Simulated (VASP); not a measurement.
## Fe: single point with PBEsol+D4

The system is Fe.

```xyz
2
Lattice="2.3845 0.0000 0.0000 -1.1922 2.0650 0.0000 0.0000 0.0000 3.7635" Properties=species:S:1:pos:R:3 pbc="T T T"
Fe    1.1922    0.6883    2.8226
Fe    0.0000    1.3767    0.9409
```

| Item | Value |
| --- | --- |
| Program | VASP 6.6.1 |
| Task | single point |
| Functional | PBEsol |
| Dispersion | D4 |
| Potentials or basis | VASP PAW PBE potentials, release 64 (Fe_sv) |
| Cutoff | 600 eV |
| k mesh | 12 × 12 × 7 |
| Occupations | fermi-dirac, width 0.05 eV |
| Spin | collinear spin, ferromagnetic start |
| Starting moments | [3.0, 3.0] μB |
| Dipole correction | no |
| Second run | valence_matched |
| Further INCAR settings | ALGO = Normal; EDIFF = 1e-06; NBANDS = 27 |

| Item | Value |
| --- | --- |
| Pressure | 12.7 GPa |
| Band gap on the k mesh | zero (filled and empty bands overlap) |
| Net moment | 0.00 μB per cell |
| Valence electrons inside the program's atomic spheres | Fe 13.88 |
| Dispersion energy per atom | -0.245 eV |

Stress tensor (GPa, compression positive):
```
11.69  0.00  0.00
 0.00 11.69  0.00
 0.00  0.00 14.68
```

Levels at points of the mesh, in eV from the Fermi level:
Spin up:
| k point | band 12 | band 13 | band 14 | band 15 | band 16 | band 17 | band 18 | band 19 | band 20 | band 21 |
| --- | --- | --- | --- | --- | --- | --- | --- | --- | --- | --- |
| (0.00, 0.00, 0.00) | -1.95 | -1.78 | -1.40 | -1.40 | -1.01 | -1.01 | 0.46 | 0.81 | 0.81 | 9.76 |
| (0.50, 0.00, 0.00) | -2.36 | -2.30 | -1.77 | -1.25 | 0.93 | 1.20 | 1.25 | 2.98 | 5.34 | 12.08 |
Spin down:
| k point | band 14 | band 15 | band 16 | band 17 | band 18 | band 19 |
| --- | --- | --- | --- | --- | --- | --- |
| (0.00, 0.00, 0.00) | -1.40 | -1.40 | -1.01 | -1.01 | 0.46 | 0.81 |
| (0.50, 0.00, 0.00) | -1.77 | -1.25 | 0.93 | 1.20 | 1.25 | 2.98 |

It took 52 s on 1 thread of Intel(R) Xeon(R) Platinum 8375C CPU @ 2.90GHz (Ice Lake), with other jobs on the host, peak memory 0.19 GiB.

Caveat: the starting moments collapsed, and a magnetic state may lie lower; the PAW data sets were made with another functional, which shifts forces and pressure a little; pairwise dispersion overbinds metals, which lowers pressure and volume.
